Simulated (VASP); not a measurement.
# Mn (P6_3/mmc) in VASP: single point with r2SCAN

Aim: the single point of Mn with r2SCAN.

All numbers are computed with VASP 6.6.1; they aren't measurements. Logs are shortened: lines on timing, memory, paths and dates and some standing lists are left out, and cuts for length are marked.

### 1 The cell of the first run

Symmetry: P6_3/mmc, No. 194, hexagonal system. Conventional cell: a = 2.455 Å, b = 2.455 Å, c = 3.988 Å, α = 90.00°, β = 90.00°, γ = 120.00°. Within 3.2 Å of Mn (site symmetry -6m2) lie 12 Mn at 2.45 Å.

This isn't the form of Mn at room conditions, which is a 58-atom cubic cell.

### 2 Single point, r2SCAN

POSCAR

```
Mn
1.0
    2.4547788676      0.0000000000      0.0000000000
   -1.2273894338      2.1259008600      0.0000000000
    0.0000000000      0.0000000000      3.9877177922
Mn
2
Direct
    0.3333333333      0.6666666667      0.7500000000
    0.6666666667      0.3333333333      0.2500000000
```

INCAR.step1

```
SYSTEM = Mn
PREC = Accurate ; ENCUT = 520
ISMEAR = 0 ; SIGMA = 0.05
LREAL = .False. ; LASPH = .True.
NELM = 100 ; NBANDS = 20
GGA = PE ; ALGO = Normal
EDIFF = 1E-4 ; LWAVE = .True.
LCHARG = .False.
```

INCAR.step2

```
SYSTEM = Mn
PREC = Accurate ; ENCUT = 520
EDIFF = 1E-7 ; ISMEAR = 0
SIGMA = 0.05 ; LREAL = .False.
LASPH = .True. ; NELM = 100
ALGO = Normal ; ISIF = 2
LWAVE = .False. ; LCHARG = .False.
METAGGA = R2SCAN ; LMIXTAU = .True.
NBANDS = 20 ; ISTART = 1
```

KPOINTS

```
regular mesh
0
Gamma
  20 20 10
  0 0 0
```

Potentials or basis: VASP PAW PBE potentials, release 64 (Mn_pv).

The run is started by

```
$ cat potpaw_PBE.64/Mn_pv/POTCAR > POTCAR
$ cp INCAR.step1 INCAR
$ mpirun -np 1 vasp_std > vasp.out
$ cp INCAR.step2 INCAR
$ mpirun -np 1 vasp_std > vasp.out
```

OUTCAR:

```text
SYSTEM = Mn
   PREC = Accurate
   ENCUT = 520
   EDIFF = 1E-7
   ISMEAR = 0
   LREAL = .False.
   LASPH = .True.
   NELM = 100
   ISIF = 2
   METAGGA = R2SCAN
   ISTART = 1

 ion  position               nearest neighbor table
   1  0.333  0.667  0.750-   2 2.45   2 2.45   2 2.45   2 2.45   2 2.45   2 2.45
   2  0.667  0.333  0.250-   1 2.45   1 2.45   1 2.45   1 2.45   1 2.45   1 2.45

  LATTYP: Found a hexagonal cell.
 ALAT       =     2.4547788676
 C/A-ratio  =     1.6244712894

  Lattice vectors:

 A1 = (   2.4547788676,   0.0000000000,   0.0000000000)
 A2 = (  -1.2273894338,   2.1259008600,   0.0000000000)
 A3 = (   0.0000000000,   0.0000000000,   3.9877177922)

Analysis of symmetry for initial positions (statically):
=====================================================================
 Subroutine PRICEL returns:
 Original cell was already a primitive cell.

 Routine SETGRP: Setting up the symmetry group for a
 hexagonal supercell.

 Subroutine GETGRP returns: Found 24 space group operations
 (whereof 12 operations were pure point group operations)
 out of a pool of 24 trial point group operations.

The static configuration has the point symmetry D_3d.
 The point group associated with its full space group is D_6h.

Analysis of symmetry for dynamics (positions and initial velocities):
=====================================================================
 Subroutine PRICEL returns:
 Original cell was already a primitive cell.

 Routine SETGRP: Setting up the symmetry group for a
 hexagonal supercell.

 Subroutine GETGRP returns: Found 24 space group operations
 (whereof 12 operations were pure point group operations)
 out of a pool of 24 trial point group operations.

The dynamic configuration has the point symmetry D_3d.
 The point group associated with its full space group is D_6h.

 Subroutine INISYM returns: Found 24 space group operations
 (whereof 12 operations are pure point group operations),
 and found     1 'primitive' translations

----------------------------------------------------------------------------------------

                                     Primitive cell

  volume of cell :      20.8104

  direct lattice vectors                    reciprocal lattice vectors
     2.454778868  0.000000000  0.000000000     0.407368669  0.235194411  0.000000000
    -1.227389434  2.125900860  0.000000000     0.000000000  0.470388821  0.000000000
     0.000000000  0.000000000  3.987717792     0.000000000  0.000000000  0.250770002

  length of vectors
     2.454778868  2.454778868  3.987717792     0.470388821  0.470388821  0.250770002

  position of ions in fractional coordinates (direct lattice)
     0.333333333  0.666666667  0.750000000
     0.666666667  0.333333333  0.250000000

  ion indices of the primitive-cell ions
   primitive index   ion index
                 1           1
                 2           2

----------------------------------------------------------------------------------------

 KPOINTS: regular mesh

Automatic generation of k-mesh.
 Grid dimensions read from file:
 generate k-points for:   20   20   10

 Generating k-lattice:

  Cartesian coordinates                     Fractional coordinates (reciprocal lattice)
     0.020368433  0.011759721  0.000000000     0.050000000 -0.000000000  0.000000000
     0.000000000  0.023519441  0.000000000     0.000000000  0.050000000  0.000000000
     0.000000000  0.000000000  0.025077000     0.000000000  0.000000000  0.100000000

  Length of vectors
     0.023519441  0.023519441  0.025077000

  Shift w.r.t. Gamma in fractional coordinates (k-lattice)
     0.000000000  0.000000000  0.000000000

 Subroutine IBZKPT returns following result:
 ===========================================

 Found    264 irreducible k-points:

 Following reciprocal coordinates:
            Coordinates               Weight
  0.000000  0.000000  0.000000      1.000000
  0.050000 -0.000000  0.000000      6.000000
  0.100000 -0.000000  0.000000      6.000000
  0.150000 -0.000000  0.000000      6.000000
  0.200000 -0.000000  0.000000      6.000000
  0.250000 -0.000000  0.000000      6.000000
[... 16 lines left out ...]
  0.200000  0.100000  0.000000     12.000000
  0.250000  0.100000  0.000000     12.000000
 [... further k-points ...]
   k-points           NKPTS =    264   k-points in BZ     NKDIM =    264   number of bands    NBANDS=     20
   number of dos      NEDOS =    301   number of ions     NIONS =      2
   total plane-waves  NPLWV =   9720
   dimension x,y,z NGX =    18 NGY =   18 NGZ =   30
   dimension x,y,z NGXF=    36 NGYF=   36 NGZF=   60
   ions per type =               2
   NGX,Y,Z   is equivalent  to a cutoff of  12.19, 12.19, 12.51 a.u.
   NGXF,Y,Z  is equivalent  to a cutoff of  24.38, 24.38, 25.01 a.u.
 SYSTEM =  Mn
   PREC   = accura    normal or accurate (medium, high low for compatibility)
   ISTART =      1    job   : 0-new  1-cont  2-samecut
   ICHARG =      0    charge: 1-file 2-atom 10-const
   ISPIN  =      1    spin polarized calculation?
   LNONCOLLINEAR =      F non collinear calculations
   LSORBIT =      F    spin-orbit coupling
   LASPH  =      T    aspherical Exc in radial PAW
   ENCUT  =  520.0 eV  38.22 Ry    6.18 a.u.   4.56  4.56  7.41*2*pi/ulx,y,z
   NELM   =    100;   NELMIN=  2; NELMDL=  0     # of ELM steps
   EDIFF  = 0.1E-06   stopping-criterion for ELM
   LREAL  =      F    real-space projection
   EDIFFG = 0.1E-05   stopping-criterion for IOM
   NSW    =      0    number of steps for IOM
   IBRION =     -1    ionic relax: 0-MD 1-quasi-New 2-CG
   NFREE  =      0    steps in history (QN), initial steepest desc. (CG)
   ISIF   =      2    stress and relaxation
   ISYM   =      2    0-nonsym 1-usesym 2-fastsym
   POTIM  = 0.5000    time-step for ionic-motion
   TEBEG  =    0.0;   TEEND  =   0.0 temperature during run
   PSTRESS=    0.0 pullay stress
   NELECT =      26.0000    total number of electrons
   NUPDOWN=      -1.0000    fix difference up-down
   EMIN   =  10.00;   EMAX   =-10.00  energy-range for DOS
   EFERMI =   0.00;   METHOD = LEGACY
   ISMEAR =     0;   SIGMA  =   0.05  broadening in eV -4-tet -1-fermi 0-gaus
   EFERMI_NEDOS =   21; number of points for ismear=-14 and -15
   IALGO  =     38    algorithm
   IMIX   =      4    mixing-type and parameters
     AMIX     =   0.40;   BMIX     =  1.00
     AMIX_MAG =   1.60;   BMIX_MAG =  1.00
  volume/ion in A,a.u.               =      10.41        70.22
  Fermi-wavevector in a.u.,A,eV,Ry     =   1.763218  3.331999 42.299666  3.108938
  Thomas-Fermi vector in A             =   2.831437
   LORBIT       =      0    0 simple, 1 ext, 2 COOP (PROOUT), +10 PAW based schemes
   METAGGA = R2SCAN    functional components
   LHFCALC =     F    Hartree Fock is set to
   AEXX    =    0.0000 exact exchange contribution
   IVDW    =     0    specifies the selected vdW correction
   LEPSILON=     F    determine dielectric tensor
   LRPA    =     F    only Hartree local field effects (RPA)
 non-spin polarized calculation
 Gauss-broadening in eV      SIGMA  =   0.05
  energy-cutoff  :      520.00
  volume of cell :       20.81
 maximum number of plane-waves:       578
   NGX =  9   NGY =  9   NGZ = 15

 number of electron      26.0000031 magnetization

 Free energy of the ion-electron system (eV)
  ---------------------------------------------------
  ext. energy  EPLUGINS =         0.00000000
  ---------------------------------------------------
  free energy    TOTEN  =       -28.53313998 eV

  energy without entropy =      -28.52981461  energy(sigma->0) =      -28.53147730

 E-fermi :  10.7262     XC(G=0): -15.6294

 val. band max:       10.7220523928   @ k =   0.4000   0.1000   0.4000
 cond. band min:      10.7287782086   @ k =   0.2500   0.1500   0.5000
 fundamental gap:      0.0067258157
 Fermi energy:        10.7262267559

 k-point     1 :       0.0000    0.0000    0.0000
  band No.  band energies     occupation
      1     -39.4261      2.00000
      2     -38.6512      2.00000
      3     -38.6511      2.00000
      4     -38.5349      2.00000
      5     -38.5342      2.00000
      6     -38.5341      2.00000
[... 12 lines left out ...]
     19      20.6884      0.00000
     20      32.4134      0.00000

 k-point     2 :       0.0500   -0.0000    0.0000
  band No.  band energies     occupation
      1     -39.4188      2.00000
      2     -38.6674      2.00000
      3     -38.6563      2.00000
      4     -38.5511      2.00000
      5     -38.5375      2.00000
      6     -38.5365      2.00000
[... 12 lines left out ...]
     19      20.6869      0.00000
     20      32.2767      0.00000

 k-point     3 :       0.1000   -0.0000    0.0000
  band No.  band energies     occupation
      1     -39.3973      2.00000
      2     -38.7145      2.00000
      3     -38.6711      2.00000
      4     -38.5998      2.00000
      5     -38.5454      2.00000
      6     -38.5435      2.00000
[... 12 lines left out ...]
     19      20.6847      0.00000
     20      31.6441      0.00000

 k-point     4 :       0.1500   -0.0000    0.0000
  band No.  band energies     occupation
      1     -39.3627      2.00000
      2     -38.7882      2.00000
      3     -38.6937      2.00000
      4     -38.6745      2.00000
      5     -38.5587      2.00000
      6     -38.5548      2.00000
[... 12 lines left out ...]
     19      20.6876      0.00000
     20      30.1935      0.00000

 k-point     5 :       0.2000   -0.0000    0.0000
  band No.  band energies     occupation
      1     -39.3170      2.00000
      2     -38.8816      2.00000
      3     -38.7668      2.00000
      4     -38.7214      2.00000
      5     -38.5776      2.00000
      6     -38.5697      2.00000
[... 12 lines left out ...]
     19      20.7004      0.00000
     20      28.2747      0.00000
[... 353 lines left out ...]
      6     -38.5668      2.00000
[... 12 lines left out ...]
     19      20.7005      0.00000
     20      29.9087      0.00000

 k-point    22 :       0.1500    0.1000    0.0000
  band No.  band energies     occupation
      1     -39.2981      2.00000
      2     -38.8930      2.00000
      3     -38.8365      2.00000
      4     -38.7067      2.00000
      5     -38.5938      2.00000
      6     -38.5858      2.00000
[... 12 lines left out ...]
     19      20.7368      0.00000
     20      28.2880      0.00000

 k-point    23 :       0.2000    0.1000    0.0000
  band No.  band energies     occupation
      1     -39.2451      2.00000
      2     -38.9873      2.00000
      3     -38.9162      2.00000
      4     -38.7490      2.00000
      5     -38.6164      2.00000
      6     -38.6105      2.00000
[... 12 lines left out ...]
     19      20.7925      0.00000
     20      26.3559      0.00000

 k-point    24 :       0.2500    0.1000    0.0000
  band No.  band energies     occupation
      1     -39.1867      2.00000
      2     -39.0850      2.00000
      3     -38.9921      2.00000
      4     -38.7910      2.00000
      5     -38.6405      2.00000
      6     -38.6382      2.00000
[... 12 lines left out ...]
     19      20.7868      0.00000
     20      24.5642      0.00000

 [... further k-points ...]

------------------------ aborting loop because EDIFF is reached ----------------------------------------

  FORCE on cell =-STRESS in cart. coord.  units (eV):
  Direction    XX          YY          ZZ          XY          YZ          ZX
  --------------------------------------------------------------------------------------
  -------------------------------------------------------------------------------------
  Total        0.0358889      0.0358889      0.0560351     -0.0000000     -0.0000000     -0.0000000
  in kB        2.7630671      2.7630671      4.3141064     -0.0000000     -0.0000000     -0.0000000
  external PRESSURE =       3.2800802 kB  Pullay stress =       0.0000000 kB

 VOLUME and BASIS-vectors are now :
 -----------------------------------------------------------------------------
  energy-cutoff  :      520.00
  volume of cell :       20.81
      direct lattice vectors                 reciprocal lattice vectors
     2.454778868  0.000000000  0.000000000     0.407368669  0.235194411  0.000000000
    -1.227389434  2.125900860  0.000000000     0.000000000  0.470388821  0.000000000
     0.000000000  0.000000000  3.987717792     0.000000000  0.000000000  0.250770002

 POSITION                                       TOTAL-FORCE (eV/Angst)
 -----------------------------------------------------------------------------------
     -0.00000      1.41727      2.99079        -0.000000     -0.000000      0.000000
      1.22739      0.70863      0.99693         0.000000      0.000000      0.000000
 -----------------------------------------------------------------------------------
    total drift:                               -0.000000      0.000000     -0.000000

  FREE ENERGIE OF THE ION-ELECTRON SYSTEM (eV)
  ---------------------------------------------------
  free  energy   TOTEN  =       -28.5331399845 eV

  energy  without entropy=      -28.5298146148  energy(sigma->0) =      -28.53147730
```

Wall time 6.7 min (1 thread of Intel Xeon Platinum 8259CL at 2.50GHz (Skylake/Cascade Lake), shared host); peak memory 0.2 GiB.

Results:

```
Free energy            : -28.5331 eV
Pressure               : 0.3 GPa
Band gap on the k mesh : zero (bands 13 and 14 overlap by 2.34 eV)
```

Levels at points of the mesh, in eV from the Fermi level:
| k point | band 11 | band 12 | band 13 | band 14 | band 15 | band 16 |
| --- | --- | --- | --- | --- | --- | --- |
| (0.00, 0.00, 0.00) | -1.01 | -0.51 | -0.51 | 0.10 | 0.10 | 0.56 |
| (0.50, 0.00, 0.00) | -1.21 | -1.03 | -0.49 | 1.98 | 2.13 | 2.21 |
| (0.00, 0.00, 0.50) | -1.09 | -1.09 | -1.09 | -1.09 | 1.30 | 1.30 |
| (0.50, 0.00, 0.50) | 0.23 | 0.23 | 0.85 | 0.85 | 2.12 | 2.12 |

Caveat: the PAW data sets were made with another functional, which shifts forces and pressure a little; the run has no spin polarisation, though such a crystal can be magnetic.
